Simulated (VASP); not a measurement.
Wanted: the native input for a VASP 6.6.1 run.

| Item | Value |
| --- | --- |
| Task | single point |
| Functional | RPBE |
| Potentials or basis | VASP PAW PBE potentials, release 64 (Fe, O) |
| Cutoff | 600 eV |
| k mesh | 6 × 6 × 6 |
| Occupations | fermi-dirac, width 0.05 eV |
| Spin | collinear spin, ferromagnetic start |
| Starting moments | [3.0, 0.0] μB |
| Dipole correction | no |
| Further INCAR settings | ALGO = Normal; EDIFF = 1e-06; NBANDS = 18 |

The structure of FeO lies in POSCAR:

```
FeO
1.0
    0.0000000000      2.1554001600      2.1554001600
    2.1554001600      0.0000000000      2.1554001600
    2.1554001600      2.1554001600      0.0000000000
Fe O
1 1
Direct
    0.0000000000      0.0000000000      0.0000000000
    0.5000000000      0.5000000000      0.5000000000
```

The input as run:

INCAR

```
SYSTEM = FeO
PREC     = Accurate       ! precision mode
ENCUT    = 600            ! plane-wave cutoff, eV
EDIFF    = 1E-6           ! SCF threshold, eV
ISMEAR   = -1             ! smearing method
SIGMA    = 0.05           ! smearing width, eV
LREAL    = .FALSE.        ! projectors in reciprocal space
LASPH    = .TRUE.         ! aspherical terms in the spheres
NELM     = 200            ! most SCF steps
ALGO     = Normal         ! electronic algorithm
ISIF     = 2              ! what is computed and relaxed
LWAVE    = .FALSE.        ! write WAVECAR
LCHARG   = .FALSE.        ! write CHGCAR
ISPIN    = 2              ! spin polarisation
MAGMOM   = 3 0            ! initial moments
LORBIT   = 11             ! projections on sites
LMAXMIX  = 4              ! l up to which the mixer works
GGA      = RP             ! functional
NBANDS   = 18             ! bands
GGA_COMPAT= .FALSE.
```

KPOINTS

```
regular mesh
0
G
  6 6 6
  0 0 0
```

Potentials or basis: VASP PAW PBE potentials, release 64 (Fe, O).

Launch:

```console
$ cat potpaw_PBE.64/Fe/POTCAR potpaw_PBE.64/O/POTCAR > POTCAR
$ mpirun -np 1 vasp_std > vasp.out
```

Results of the run:

The pressure is 5.3 GPa, the band gap on the k mesh is zero (filled and empty bands overlap) and the net moment is 4.00 μB per cell. The site moments are Fe +3.63; O +0.30 μB. The valence electrons inside the program's atomic spheres are Fe 6.72; O 5.01.

Caveat: the k points lie up to 0.42 Å⁻¹ apart; the PAW data sets were made with another functional, which shifts forces and pressure a little; a cell with one magnetic atom can't hold antiferromagnetic order, which such compounds often take; semilocal functionals often make such compounds metallic where correlation or magnetic order opens a gap, which also shifts bond lengths.

Run time: 9.9 s on 1 thread of Intel Xeon 6975P-C (shared host), peak memory 0.15 GiB.
